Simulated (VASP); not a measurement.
# SiNi (CsCl type) (Pm-3m) in VASP: a series of runs

SiNi (CsCl type) is run at these levels: PBE; tasks: relaxation of cell and atoms.

Program: VASP 6.6.1. These are calculated values, not measurements. Logs are shortened: lines on timing, memory, paths and dates and some standing lists are left out, and cuts for length are marked.

## Step 1: The cell of the first run

It takes space group Pm-3m (No. 221, cubic). The conventional cell has a = 2.561 Å, b = 2.561 Å, c = 2.561 Å, α = 90.00°, β = 90.00°, γ = 90.00°. Within 2.9 Å of Ni (site symmetry m-3m) lie 8 Si at 2.22 Å and 6 Ni at 2.56 Å. Within 2.9 Å of Si (site symmetry m-3m) lie 8 Ni at 2.22 Å and 6 Si at 2.56 Å.

## Step 2: Relaxation of cell and atoms, PBE, target pressure 110 GPa, at which the enthalpy is minimised

INCAR

```
PREC = Accurate ; ENCUT = 600
EDIFF = 1E-6 ; ISMEAR = -1
SIGMA = 0.08 ; LREAL = F
LASPH = T ; NELM = 60
ALGO = Normal ; ISIF = 3
LWAVE = F ; LCHARG = F
GGA = PE ; IBRION = 2
NSW = 32 ; EDIFFG = -0.005
PSTRESS = 1100.0
```

KPOINTS

```
Automatic mesh
0
Gamma
  16 16 16
```

POSCAR

```
SiNi
1.0
    2.5609942092      0.0000000000      0.0000000000
    0.0000000000      2.5609942092      0.0000000000
    0.0000000000      0.0000000000      2.5609942092
Ni Si
1 1
Direct
    0.0000000000      0.0000000000      0.0000000000
    0.5000000000      0.5000000000      0.5000000000
```

Potentials or basis: VASP PAW PBE potentials, release 64 (Ni, Si).

On the command line:

```bash
> cat potpaw_PBE.64/Ni/POTCAR potpaw_PBE.64/Si/POTCAR > POTCAR
> mpirun -np 1 vasp_std > vasp.out
```

OUTCAR:

```text
PREC = Accurate
   ENCUT = 600
   EDIFF = 1E-6
   ISMEAR = -1
   LREAL = F
   LASPH = T
   NELM = 60
   ISIF = 3
   GGA = PE
   IBRION = 2
   NSW = 32
   EDIFFG = -0.005
   PSTRESS = 1100.0

 ion  position               nearest neighbor table
   1  0.000  0.000  0.000-   2 2.22   2 2.22   2 2.22   2 2.22   2 2.22   2 2.22   2 2.22   2 2.22

   2  0.500  0.500  0.500-   1 2.22   1 2.22   1 2.22   1 2.22   1 2.22   1 2.22   1 2.22   1 2.22

  LATTYP: Found a simple cubic cell.
 ALAT       =     2.5609942092

  Lattice vectors:

 A1 = (   2.5609942092,   0.0000000000,   0.0000000000)
 A2 = (   0.0000000000,   2.5609942092,   0.0000000000)
 A3 = (   0.0000000000,   0.0000000000,   2.5609942092)

Analysis of symmetry for initial positions (statically):
=====================================================================
 Subroutine PRICEL returns:
 Original cell was already a primitive cell.

 Routine SETGRP: Setting up the symmetry group for a
 simple cubic supercell.

 Subroutine GETGRP returns: Found 48 space group operations
 (whereof 48 operations were pure point group operations)
 out of a pool of 48 trial point group operations.

The static configuration has the point symmetry O_h .

Analysis of symmetry for dynamics (positions and initial velocities):
=====================================================================
 Subroutine PRICEL returns:
 Original cell was already a primitive cell.

 Routine SETGRP: Setting up the symmetry group for a
 simple cubic supercell.

 Subroutine GETGRP returns: Found 48 space group operations
 (whereof 48 operations were pure point group operations)
 out of a pool of 48 trial point group operations.

The dynamic configuration has the point symmetry O_h .

 Subroutine INISYM returns: Found 48 space group operations
 (whereof 48 operations are pure point group operations),
 and found     1 'primitive' translations

----------------------------------------------------------------------------------------

                                     Primitive cell

  volume of cell :      16.7968

  direct lattice vectors                    reciprocal lattice vectors
     2.560994209  0.000000000  0.000000000     0.390473355  0.000000000  0.000000000
     0.000000000  2.560994209  0.000000000     0.000000000  0.390473355  0.000000000
     0.000000000  0.000000000  2.560994209     0.000000000  0.000000000  0.390473355

  length of vectors
     2.560994209  2.560994209  2.560994209     0.390473355  0.390473355  0.390473355

  position of ions in fractional coordinates (direct lattice)
     0.000000000  0.000000000  0.000000000
     0.500000000  0.500000000  0.500000000

  ion indices of the primitive-cell ions
   primitive index   ion index
                 1           1
                 2           2

----------------------------------------------------------------------------------------

 KPOINTS: Automatic mesh

Automatic generation of k-mesh.
 Grid dimensions read from file:
 generate k-points for:   16   16   16

 Generating k-lattice:

  Cartesian coordinates                     Fractional coordinates (reciprocal lattice)
     0.024404585  0.000000000  0.000000000     0.062500000  0.000000000  0.000000000
     0.000000000  0.024404585  0.000000000     0.000000000  0.062500000  0.000000000
     0.000000000  0.000000000  0.024404585     0.000000000  0.000000000  0.062500000

  Length of vectors
     0.024404585  0.024404585  0.024404585

  Shift w.r.t. Gamma in fractional coordinates (k-lattice)
     0.000000000  0.000000000  0.000000000

 Subroutine IBZKPT returns following result:
 ===========================================

 Found    165 irreducible k-points:

 Following reciprocal coordinates:
            Coordinates               Weight
  0.000000  0.000000  0.000000      1.000000
  0.062500  0.000000  0.000000      6.000000
  0.125000  0.000000  0.000000      6.000000
  0.187500  0.000000  0.000000      6.000000
  0.250000  0.000000  0.000000      6.000000
  0.312500  0.000000  0.000000      6.000000
[... 16 lines left out ...]
  0.437500  0.125000  0.000000     24.000000
  0.500000  0.125000  0.000000     12.000000
 [... further k-points ...]
   k-points           NKPTS =    165   k-points in BZ     NKDIM =    165   number of bands    NBANDS=     11
   number of dos      NEDOS =    301   number of ions     NIONS =      2
   total plane-waves  NPLWV =   8000
   dimension x,y,z NGX =    20 NGY =   20 NGZ =   20
   dimension x,y,z NGXF=    40 NGYF=   40 NGZF=   40
   ions per type =               1   1
   NGX,Y,Z   is equivalent  to a cutoff of  12.98, 12.98, 12.98 a.u.
   NGXF,Y,Z  is equivalent  to a cutoff of  25.97, 25.97, 25.97 a.u.
 SYSTEM =  unknown system
   PREC   = accura    normal or accurate (medium, high low for compatibility)
   ISTART =      0    job   : 0-new  1-cont  2-samecut
   ICHARG =      2    charge: 1-file 2-atom 10-const
   ISPIN  =      1    spin polarized calculation?
   LNONCOLLINEAR =      F non collinear calculations
   LSORBIT =      F    spin-orbit coupling
   LASPH  =      T    aspherical Exc in radial PAW
   ENCUT  =  600.0 eV  44.10 Ry    6.64 a.u.   5.11  5.11  5.11*2*pi/ulx,y,z
   NELM   =     60;   NELMIN=  2; NELMDL= -5     # of ELM steps
   EDIFF  = 0.1E-05   stopping-criterion for ELM
   LREAL  =      F    real-space projection
   EDIFFG = -.5E-02   stopping-criterion for IOM
   NSW    =     32    number of steps for IOM
   IBRION =      2    ionic relax: 0-MD 1-quasi-New 2-CG
   NFREE  =      1    steps in history (QN), initial steepest desc. (CG)
   ISIF   =      3    stress and relaxation
   ISYM   =      2    0-nonsym 1-usesym 2-fastsym
   POTIM  = 0.5000    time-step for ionic-motion
   TEBEG  =    0.0;   TEEND  =   0.0 temperature during run
   PSTRESS= 1100.0 pullay stress
   NELECT =      14.0000    total number of electrons
   NUPDOWN=      -1.0000    fix difference up-down
   EMIN   =  10.00;   EMAX   =-10.00  energy-range for DOS
   EFERMI =   0.00;   METHOD = LEGACY
   ISMEAR =    -1;   SIGMA  =   0.08  broadening in eV -4-tet -1-fermi 0-gaus
   EFERMI_NEDOS =   21; number of points for ismear=-14 and -15
   IALGO  =     38    algorithm
   IMIX   =      4    mixing-type and parameters
     AMIX     =   0.40;   BMIX     =  1.00
     AMIX_MAG =   1.60;   BMIX_MAG =  1.00
  volume/ion in A,a.u.               =       8.40        56.68
  Fermi-wavevector in a.u.,A,eV,Ry     =   1.540667  2.911439 32.295554  2.373656
  Thomas-Fermi vector in A             =   2.646722
   LORBIT       =      0    0 simple, 1 ext, 2 COOP (PROOUT), +10 PAW based schemes
   GGA     = PE    functional components
   LHFCALC =     F    Hartree Fock is set to
   AEXX    =    0.0000 exact exchange contribution
   IVDW    =     0    specifies the selected vdW correction
   LEPSILON=     F    determine dielectric tensor
   LRPA    =     F    only Hartree local field effects (RPA)
 conjugate gradient relaxation of ions
 non-spin polarized calculation
  energy-cutoff  :      600.00
  volume of cell :       16.80
 maximum number of plane-waves:       587
   NGX = 11   NGY = 11   NGZ = 11

--------------------------------------- Ionic step        1  -------------------------------------------

 number of electron      14.0000016 magnetization

 Free energy of the ion-electron system (eV)
  ---------------------------------------------------
  ext. energy  EPLUGINS =         0.00000000
  ---------------------------------------------------
  free energy    TOTEN  =        -9.90582713 eV

  energy without entropy =       -9.90095316  energy(sigma->0) =       -9.90339015

------------------------ aborting loop because EDIFF is reached ----------------------------------------

  FORCE on cell =-STRESS in cart. coord.  units (eV):
  Direction    XX          YY          ZZ          XY          YZ          ZX
  --------------------------------------------------------------------------------------
  -------------------------------------------------------------------------------------
  Total       11.5131803     11.5131803     11.5131803      0.0000000      0.0000000      0.0000000
  in kB     1098.1966085   1098.1966085   1098.1966085      0.0000000      0.0000000      0.0000000
  external PRESSURE =      -1.8033915 kB  Pullay stress =    1100.0000000 kB
[... 61 lines left out ...]
  enthalpy is  TOTEN    =         1.6262949331 eV   P V=       11.5163163118

--------------------------------------- Ionic step        3  -------------------------------------------

 number of electron      14.0000016 magnetization

 Free energy of the ion-electron system (eV)
  ---------------------------------------------------
  ext. energy  EPLUGINS =         0.00000000
  ---------------------------------------------------
  free energy    TOTEN  =        -9.90250727 eV

  energy without entropy =       -9.89763610  energy(sigma->0) =       -9.90007169

 E-fermi :  18.0958     XC(G=0): -14.2040

 val. band max:       18.0854741788   @ k =   0.5000   0.5000   0.3125
 cond. band min:      18.0995172359   @ k =   0.2500   0.2500   0.2500
 fundamental gap:      0.0140430570
 Fermi energy:        18.0957573748

 k-point     1 :       0.0000    0.0000    0.0000
  band No.  band energies     occupation
      1       0.1213      2.00000
      2      10.9935      2.00000
      3      10.9935      2.00000
      4      14.0473      2.00000
      5      14.0473      2.00000
      6      14.0473      2.00000
      7      20.6236      0.00000
      8      20.6236      0.00000
      9      20.6236      0.00000
     10      24.6502      0.00000
     11      24.6502      0.00000
[... 309 lines left out ...]
 k-point    24 :       0.5000    0.1250    0.0000
  band No.  band energies     occupation
      1       5.2352      2.00000
      2       6.2832      2.00000
      3      12.0549      2.00000
      4      12.3620      2.00000
      5      12.6797      2.00000
      6      14.0334      2.00000
      7      15.4803      2.00000
      8      22.3508      0.00000
      9      24.8633      0.00000
     10      27.1859      0.00000
     11      27.4555      0.00000

 [... further k-points ...]

------------------------ aborting loop because EDIFF is reached ----------------------------------------

  FORCE on cell =-STRESS in cart. coord.  units (eV):
  Direction    XX          YY          ZZ          XY          YZ          ZX
  --------------------------------------------------------------------------------------
  -------------------------------------------------------------------------------------
  Total       11.5339473     11.5339473     11.5339473     -0.0000000      0.0000000     -0.0000000
  in kB     1100.4945328   1100.4945328   1100.4945328     -0.0000000      0.0000000     -0.0000000
  external PRESSURE =       0.4945328 kB  Pullay stress =    1100.0000000 kB
[... 17 lines left out ...]
  FREE ENERGIE OF THE ION-ELECTRON SYSTEM (eV)
  ---------------------------------------------------
  free  energy   TOTEN  =        -9.9025072727 eV

  energy  without entropy=       -9.8976360978  energy(sigma->0) =       -9.90007169

  enthalpy is  TOTEN    =         1.6262569602 eV   P V=       11.5287642329

 reached required accuracy - stopping structural energy minimisation
```

It took 34 s on 1 thread of Intel Xeon Platinum 8375C at 2.90GHz (Ice Lake), shared host; peak memory 0.16 GiB.

What came out:

```yaml
Free_energy: -9.9025 eV
Relaxed_volume: 8.40 Å³/atom
Relaxed_cell: a = 2.561 Å, b = 2.561 Å, c = 2.561 Å, α = 90.00°, β = 90.00°, γ = 90.00°
Space_group_after_relaxing_to_0.1_Å: Pm-3m (No. 221)
Energy_change_on_relaxing_the_run_minimises_the_enthalpy: +1.7 meV/atom
Ionic_steps: 3
Pressure_after_relaxing: 110.0 GPa
Band_gap_on_the_k_mesh: zero (bands 7 and 8 overlap by 3.29 eV)
```

The path:
```csv
step,energy change (eV),largest force (eV/Å),pressure (GPa),volume (Å³)
1,0.0000,0.0000,109.82,16.80
2,0.0158,0.0000,110.68,16.77
3,0.0033,0.0000,110.05,16.79
```

Final structure:
```
Ni Si
1.0
     2.56075    0.00000    0.00000
     0.00000    2.56075    0.00000
     0.00000    0.00000    2.56075
Ni Si
1 1
Cartesian
  0.0000 0.0000 0.0000
  1.2804 1.2804 1.2804
```

Levels at points of the mesh, in eV from the Fermi level:
```
           k point  band 5  band 6  band 7  band 8  band 9  band 10
(0.00, 0.00, 0.00)   -4.05   -4.05    2.53    2.53    2.53     6.55
(0.50, 0.00, 0.00)   -5.47   -3.86   -2.59    5.26    8.96     8.96
(0.50, 0.50, 0.00)   -5.07   -5.07   -3.07    0.29    0.60     9.44
(0.50, 0.50, 0.50)   -3.01   -0.90   -0.68   -0.68   -0.68     2.63
```

Caveat: the cell is relaxed towards a set pressure, so the run minimises the enthalpy, not the energy. Spin polarisation is off, so any magnetic state and its effect on volume and gap are missing.

[end of part 1 of 2]
